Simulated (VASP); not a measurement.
# RbBr (Fm-3m) in VASP: a series of runs, part 2 of 2

VASP 6.6.1. The steps go on from the part before.

## Step 3: Single point, r2SCAN

This run uses another cell than the first one, of 41.46 Å³/atom.

File POSCAR:

```
RbBr
1.0
    0.0000000000      3.4610545825      3.4610545825
    3.4610545825      0.0000000000      3.4610545825
    3.4610545825      3.4610545825      0.0000000000
Rb Br
1 1
Direct
    0.0000000000      0.0000000000      0.0000000000
    0.5000000000      0.5000000000      0.5000000000
```

File INCAR.step1:

```
SYSTEM = RbBr
PREC = Accurate
ENCUT = 520
ISMEAR = -1
SIGMA = 0.02
LREAL = .FALSE.
LASPH = .TRUE.
NELM = 80
NBANDS = 15
GGA = PE
ALGO = Normal
EDIFF = 1E-4
LWAVE = .TRUE.
LCHARG = .FALSE.
```

File INCAR.step2:

```
SYSTEM = RbBr
PREC = Accurate
ENCUT = 520
EDIFF = 1E-6
ISMEAR = -1
SIGMA = 0.02
LREAL = .FALSE.
LASPH = .TRUE.
NELM = 80
ALGO = Normal
ISIF = 2
LWAVE = .FALSE.
LCHARG = .FALSE.
METAGGA = R2SCAN
LMIXTAU = .TRUE.
NBANDS = 15
ISTART = 1
```

File KPOINTS:

```
regular mesh
0
G
  6 6 6
  0 0 0
```

Potentials or basis: VASP PAW PBE potentials, release 64 (Rb_sv, Br).

On the command line:

```bash
cat potpaw_PBE.64/Rb_sv/POTCAR potpaw_PBE.64/Br/POTCAR > POTCAR
cp INCAR.step1 INCAR
mpirun -np 1 vasp_std > vasp.out
cp INCAR.step2 INCAR
mpirun -np 1 vasp_std > vasp.out
```

OUTCAR:

```text
SYSTEM = RbBr
   PREC = Accurate
   ENCUT = 520
   EDIFF = 1E-6
   ISMEAR = -1
   LREAL = .FALSE.
   LASPH = .TRUE.
   NELM = 80
   ISIF = 2
   METAGGA = R2SCAN
   ISTART = 1

 ion  position               nearest neighbor table
   1  0.000  0.000  0.000-   2 3.46   2 3.46   2 3.46   2 3.46   2 3.46   2 3.46
   2  0.500  0.500  0.500-   1 3.46   1 3.46   1 3.46   1 3.46   1 3.46   1 3.46

  LATTYP: Found a face centered cubic cell.
 ALAT       =     6.9221091650

  Lattice vectors:

 A1 = (   0.0000000000,   3.4610545825,   3.4610545825)
 A2 = (   3.4610545825,   0.0000000000,   3.4610545825)
 A3 = (   3.4610545825,   3.4610545825,   0.0000000000)

Analysis of symmetry for initial positions (statically):
=====================================================================
 Subroutine PRICEL returns:
 Original cell was already a primitive cell.

 Routine SETGRP: Setting up the symmetry group for a
 face centered cubic supercell.

 Subroutine GETGRP returns: Found 48 space group operations
 (whereof 48 operations were pure point group operations)
 out of a pool of 48 trial point group operations.

The static configuration has the point symmetry O_h .

Analysis of symmetry for dynamics (positions and initial velocities):
=====================================================================
 Subroutine PRICEL returns:
 Original cell was already a primitive cell.

 Routine SETGRP: Setting up the symmetry group for a
 face centered cubic supercell.

 Subroutine GETGRP returns: Found 48 space group operations
 (whereof 48 operations were pure point group operations)
 out of a pool of 48 trial point group operations.

The dynamic configuration has the point symmetry O_h .

 Subroutine INISYM returns: Found 48 space group operations
 (whereof 48 operations are pure point group operations),
 and found     1 'primitive' translations

----------------------------------------------------------------------------------------

                                     Primitive cell

  volume of cell :      82.9192

  direct lattice vectors                    reciprocal lattice vectors
     0.000000000  3.461054583  3.461054583    -0.144464639  0.144464639  0.144464639
     3.461054583  0.000000000  3.461054583     0.144464639 -0.144464639  0.144464639
     3.461054583  3.461054583  0.000000000     0.144464639  0.144464639 -0.144464639

  length of vectors
     4.894670331  4.894670331  4.894670331     0.250220094  0.250220094  0.250220094

  position of ions in fractional coordinates (direct lattice)
     0.000000000  0.000000000  0.000000000
     0.500000000  0.500000000  0.500000000

  ion indices of the primitive-cell ions
   primitive index   ion index
                 1           1
                 2           2

----------------------------------------------------------------------------------------

 KPOINTS: regular mesh

Automatic generation of k-mesh.
 Grid dimensions read from file:
 generate k-points for:    6    6    6

 Generating k-lattice:

  Cartesian coordinates                     Fractional coordinates (reciprocal lattice)
    -0.024077440  0.024077440  0.024077440     0.166666667  0.000000000  0.000000000
[... 21 lines left out ...]
  0.333333  0.166667  0.000000     24.000000
[... 8 lines left out ...]
 -0.333333  0.333333  0.166667     24.000000
 -0.333333  0.500000  0.166667     12.000000
   k-points           NKPTS =     16   k-points in BZ     NKDIM =     16   number of bands    NBANDS=     15
   number of dos      NEDOS =    301   number of ions     NIONS =      2
   total plane-waves  NPLWV =  46656
   dimension x,y,z NGX =    36 NGY =   36 NGZ =   36
   dimension x,y,z NGXF=    72 NGYF=   72 NGZF=   72
   ions per type =               1   1
   NGX,Y,Z   is equivalent  to a cutoff of  12.23, 12.23, 12.23 a.u.
   NGXF,Y,Z  is equivalent  to a cutoff of  24.45, 24.45, 24.45 a.u.
 SYSTEM =  RbBr
   PREC   = accura    normal or accurate (medium, high low for compatibility)
   ISTART =      1    job   : 0-new  1-cont  2-samecut
   ICHARG =      0    charge: 1-file 2-atom 10-const
   ISPIN  =      1    spin polarized calculation?
   LNONCOLLINEAR =      F non collinear calculations
   LSORBIT =      F    spin-orbit coupling
   LASPH  =      T    aspherical Exc in radial PAW
   ENCUT  =  520.0 eV  38.22 Ry    6.18 a.u.   9.10  9.10  9.10*2*pi/ulx,y,z
   NELM   =     80;   NELMIN=  2; NELMDL=  0     # of ELM steps
   EDIFF  = 0.1E-05   stopping-criterion for ELM
   LREAL  =      F    real-space projection
   EDIFFG = 0.1E-04   stopping-criterion for IOM
   NSW    =      0    number of steps for IOM
   IBRION =     -1    ionic relax: 0-MD 1-quasi-New 2-CG
   NFREE  =      0    steps in history (QN), initial steepest desc. (CG)
   ISIF   =      2    stress and relaxation
   ISYM   =      2    0-nonsym 1-usesym 2-fastsym
   POTIM  = 0.5000    time-step for ionic-motion
   TEBEG  =    0.0;   TEEND  =   0.0 temperature during run
   PSTRESS=    0.0 pullay stress
   NELECT =      16.0000    total number of electrons
   NUPDOWN=      -1.0000    fix difference up-down
   EMIN   =  10.00;   EMAX   =-10.00  energy-range for DOS
   EFERMI =   0.00;   METHOD = LEGACY
   ISMEAR =    -1;   SIGMA  =   0.02  broadening in eV -4-tet -1-fermi 0-gaus
   EFERMI_NEDOS =   21; number of points for ismear=-14 and -15
   IALGO  =     38    algorithm
   IMIX   =      4    mixing-type and parameters
     AMIX     =   0.40;   BMIX     =  1.00
     AMIX_MAG =   1.60;   BMIX_MAG =  1.00
  volume/ion in A,a.u.               =      41.46       279.78
  Fermi-wavevector in a.u.,A,eV,Ry     =   0.946011  1.787702 12.176365  0.894938
  Thomas-Fermi vector in A             =   2.073968
   LORBIT       =      0    0 simple, 1 ext, 2 COOP (PROOUT), +10 PAW based schemes
   METAGGA = R2SCAN    functional components
   LHFCALC =     F    Hartree Fock is set to
   AEXX    =    0.0000 exact exchange contribution
   IVDW    =     0    specifies the selected vdW correction
   LEPSILON=     F    determine dielectric tensor
   LRPA    =     F    only Hartree local field effects (RPA)
 non-spin polarized calculation
  energy-cutoff  :      520.00
  volume of cell :       82.92
 maximum number of plane-waves:      2252
   NGX = 19   NGY = 19   NGZ = 19

 number of electron      15.9999997 magnetization

 Free energy of the ion-electron system (eV)
  ---------------------------------------------------
  ext. energy  EPLUGINS =         0.00000000
  ---------------------------------------------------
  free energy    TOTEN  =       -31.15567340 eV

  energy without entropy =      -31.15567340  energy(sigma->0) =      -31.15567340

 E-fermi :  -1.7784     XC(G=0):  -7.5043

 val. band max:       -2.2674608060   @ k =   0.0000   0.0000   0.0000
 cond. band min:       2.6248225827   @ k =   0.0000   0.0000   0.0000
 fundamental gap:      4.8922833888
 Fermi energy:        -1.7784361246

 k-point     1 :       0.0000    0.0000    0.0000
  band No.  band energies     occupation
      1     -27.4863      2.00000
      2     -14.8514      2.00000
      3     -11.0132      2.00000
      4     -11.0132      2.00000
      5     -11.0132      2.00000
      6      -2.2675      2.00000
      7      -2.2675      2.00000
      8      -2.2675      2.00000
      9       2.6248      0.00000
     10       5.6069      0.00000
     11       5.6069      0.00000
     12       5.6069      0.00000
     13       6.6549      0.00000
     14       6.6549      0.00000
[... 257 lines left out ...]
      2     -14.8184      2.00000
      3     -11.1496      2.00000
      4     -11.1010      2.00000
      5     -11.0160      2.00000
      6      -2.6813      2.00000
      7      -2.6487      2.00000
      8      -2.5272      2.00000
      9       4.5154      0.00000
     10       6.1566      0.00000
     11       6.3102      0.00000
     12       7.4199      0.00000
     13       8.4896      0.00000
     14       9.2586      0.00000
     15       9.6689      0.00000

------------------------ aborting loop because EDIFF is reached ----------------------------------------

  FORCE on cell =-STRESS in cart. coord.  units (eV):
  Direction    XX          YY          ZZ          XY          YZ          ZX
  --------------------------------------------------------------------------------------
  -------------------------------------------------------------------------------------
  Total        0.0216851      0.0216851      0.0216851     -0.0000000     -0.0000000      0.0000000
  in kB        0.4190028      0.4190028      0.4190028     -0.0000000     -0.0000000      0.0000000
  external PRESSURE =       0.4190028 kB  Pullay stress =       0.0000000 kB

 VOLUME and BASIS-vectors are now :
 -----------------------------------------------------------------------------
  energy-cutoff  :      520.00
  volume of cell :       82.92
      direct lattice vectors                 reciprocal lattice vectors
     0.000000000  3.461054583  3.461054583    -0.144464639  0.144464639  0.144464639
     3.461054583  0.000000000  3.461054583     0.144464639 -0.144464639  0.144464639
     3.461054583  3.461054583  0.000000000     0.144464639  0.144464639 -0.144464639

 POSITION                                       TOTAL-FORCE (eV/Angst)
 -----------------------------------------------------------------------------------
      0.00000      0.00000      0.00000        -0.000000      0.000000     -0.000000
      3.46105      3.46105      3.46105         0.000000     -0.000000      0.000000
 -----------------------------------------------------------------------------------
    total drift:                                0.000000      0.000000      0.000000

  FREE ENERGIE OF THE ION-ELECTRON SYSTEM (eV)
  ---------------------------------------------------
  free  energy   TOTEN  =       -31.1556733971 eV

  energy  without entropy=      -31.1556733971  energy(sigma->0) =      -31.15567340
```

Run time: 33 s. Hardware: 1 thread of Intel Xeon 6975P-C (Granite Rapids), shared host; peak memory 0.21 GiB.

Results:

```yaml
Free_energy: -31.1557 eV
Pressure: 0.0 GPa
Band_gap_on_the_k_mesh: 4.89 eV
```

Levels at points of the mesh, in eV from the valence-band top:
```tsv
k point	band 4	band 5	band 6	band 7	band 8	band 9	band 10	band 11	band 12	band 13
(0.00, 0.00, 0.00)	-8.75	-8.75	0.00	0.00	0.00	4.89	7.87	7.87	7.87	8.92
(0.50, 0.00, 0.00)	-8.75	-8.70	-0.92	-0.32	-0.32	7.21	8.17	10.13	10.13	10.76
(0.50, 0.50, 0.00)	-8.81	-8.81	-0.47	-0.16	-0.16	6.09	7.84	9.56	10.00	10.23
```

Caveat: the PAW data sets were made with another functional, which shifts forces and pressure a little.

## Step 4: Single point, r2SCAN

This run uses another cell than the first one, of 41.46 Å³/atom.

POSCAR is that of step 3.

File INCAR.step1:

```
SYSTEM = RbBr
ALGO     = Normal         ! electronic algorithm
EDIFF    = 1E-4           ! SCF threshold, eV
ENCUT    = 520            ! plane-wave cutoff, eV
GGA      = PE             ! functional
ISMEAR   = 0              ! smearing method
LASPH    = .TRUE.         ! aspherical terms in the spheres
LCHARG   = .FALSE.        ! write CHGCAR
LREAL    = .FALSE.        ! projectors in reciprocal space
LWAVE    = .TRUE.         ! write WAVECAR
NBANDS   = 15             ! bands
NELM     = 100            ! most SCF steps
PREC     = Accurate       ! precision mode
SIGMA    = 0.01           ! smearing width, eV
```

File INCAR.step2:

```
SYSTEM = RbBr
ALGO     = Normal         ! electronic algorithm
EDIFF    = 1E-6           ! SCF threshold, eV
ENCUT    = 520            ! plane-wave cutoff, eV
ISIF     = 2              ! what is computed and relaxed
ISMEAR   = 0              ! smearing method
ISTART   = 1            
LASPH    = .TRUE.         ! aspherical terms in the spheres
LCHARG   = .FALSE.        ! write CHGCAR
LMIXTAU  = .TRUE.       
LREAL    = .FALSE.        ! projectors in reciprocal space
LWAVE    = .FALSE.        ! write WAVECAR
METAGGA  = R2SCAN         ! meta-GGA
NBANDS   = 15             ! bands
NELM     = 100            ! most SCF steps
PREC     = Accurate       ! precision mode
SIGMA    = 0.01           ! smearing width, eV
```

File KPOINTS:

```
k-points
0
G
  6 6 6
  0 0 0
```

On the command line:

```bash
cat potpaw_PBE.64/Rb_sv/POTCAR potpaw_PBE.64/Br/POTCAR > POTCAR
cp INCAR.step1 INCAR
mpirun -np 1 vasp_std > vasp.out
cp INCAR.step2 INCAR
mpirun -np 1 vasp_std > vasp.out
```

Run time: 32 s. Hardware: 1 thread of Intel Xeon 6975P-C (Granite Rapids), shared host; peak memory 0.21 GiB.

The run converged. Its results:

```
Free energy            : -31.1557 eV
Pressure               : 0.0 GPa
Band gap on the k mesh : 4.89 eV
```

Levels at points of the mesh, in eV from the valence-band top:
```csv
k point,band 6,band 7,band 8,band 9,band 10,band 11
"(0.00, 0.00, 0.00)",0.00,0.00,0.00,4.89,7.87,7.87
"(0.50, 0.00, 0.00)",-0.92,-0.32,-0.32,7.21,8.17,10.13
"(0.50, 0.50, 0.00)",-0.47,-0.16,-0.16,6.09,7.84,9.56
```

Caveat: the PAW data sets were made with another functional, which shifts forces and pressure a little.

## Step 5: Relaxation of cell and atoms, PBE

This run uses another cell than the first one, of 41.28 Å³/atom.

File INCAR:

```
SYSTEM = RbBr
PREC = Accurate
ENCUT = 600
EDIFF = 1E-6
ISMEAR = -1
SIGMA = 0.02
LREAL = .False.
LASPH = .True.
NELM = 80
ALGO = Normal
ISIF = 3
LWAVE = .False.
LCHARG = .False.
GGA = PE
IBRION = 2
NSW = 80
EDIFFG = -0.005
```

File KPOINTS:

```
Automatic mesh
0
Gamma
  6 6 6
  0 0 0
```

File POSCAR:

```
RbBr
1.0
    0.0000000000      3.4559503595      3.4559503595
    3.4559503595      0.0000000000      3.4559503595
    3.4559503595      3.4559503595      0.0000000000
Rb Br
1 1
Direct
    0.0000000000      0.0000000000      0.0000000000
    0.5000000000      0.5000000000      0.5000000000
```

On the command line:

```bash
cat potpaw_PBE.64/Rb_sv/POTCAR potpaw_PBE.64/Br/POTCAR > POTCAR
mpirun -np 1 vasp_std > vasp.out
```

Wall time 32 s (1 thread of Intel Xeon 6975P-C (Granite Rapids), shared host); peak memory 0.25 GiB.

Results (log left out):

```
Free energy                           : -6.1154 eV
Relaxed volume                        : 43.26 Å³/atom
Relaxed cell                          : a = 4.964 Å, b = 4.964 Å, c = 4.964 Å, α = 60.00°, β = 60.00°, γ = 60.00°
Space group after relaxing (to 0.1 Å) : Fm-3m (No. 225)
Energy gained by relaxing             : 3.8 meV/atom
Ionic steps                           : 5
Pressure after relaxing               : 0.0 GPa
Band gap on the k mesh                : 4.19 eV
```

Step by step:
```
step  energy change (eV)  largest force (eV/Å)  pressure (GPa)  volume (Å³)
   1              0.0000                0.0000            0.63        82.55
   2             -0.0056                0.0000            0.31        84.50
   3             -0.0069                0.0000           -0.14        87.79
   4             -0.0075                0.0000           -0.02        86.71
   5             -0.0075                0.0000            0.01        86.52
```

Final structure:
```
Rb Br
1.0
     0.00000    3.51042    3.51042
     3.51042    0.00000    3.51042
     3.51042    3.51042    0.00000
Rb Br
1 1
Direct
  0.00000 0.00000 0.00000
  0.50000 0.50000 0.50000
```

Levels at points of the mesh, in eV from the valence-band top:
| k point | band 5 | band 6 | band 7 | band 8 | band 9 | band 10 | band 11 | band 12 |
| --- | --- | --- | --- | --- | --- | --- | --- | --- |
| (0.00, 0.00, 0.00) | -8.64 | 0.00 | 0.00 | 0.00 | 4.19 | 7.25 | 7.25 | 7.25 |
| (0.50, 0.00, 0.00) | -8.61 | -0.87 | -0.30 | -0.30 | 6.63 | 7.46 | 9.27 | 9.27 |
| (0.50, 0.50, 0.00) | -8.70 | -0.45 | -0.15 | -0.15 | 5.67 | 6.86 | 8.84 | 9.06 |

## Step 6: Summary

| task | level | cell | cutoff (eV) | smearing | gap on the mesh (eV) | pressure (GPa) |
| --- | --- | --- | --- | --- | --- | --- |
| single point | PBE | a = 4.959 Å, angles 60.0°, 2 atoms | 520 | fermi-dirac 0.02 eV | 4.19 | 0.0 |
| single point | r2SCAN | a = 4.895 Å, angles 60.0°, 2 atoms | 520 | fermi-dirac 0.02 eV | 4.89 | 0.0 |
| single point | r2SCAN | a = 4.895 Å, angles 60.0°, 2 atoms | 520 | gaussian 0.01 eV | 4.89 | 0.0 |
| relaxation of cell and atoms | PBE | relaxed from a = 4.887 Å, angles 60.0°, 2 atoms | 600 | fermi-dirac 0.02 eV | 4.19 | 0.0 |

Alike in all rows: potentials or basis VASP PAW PBE potentials, release 64 (Rb_sv, Br); no spin polarisation; k mesh 6 × 6 × 6.

Caveats: the PAW data sets were made with another functional, which shifts forces and pressure a little (at least some runs).

Total energies depend on the potentials used, so only differences within one code and one set of settings carry meaning.
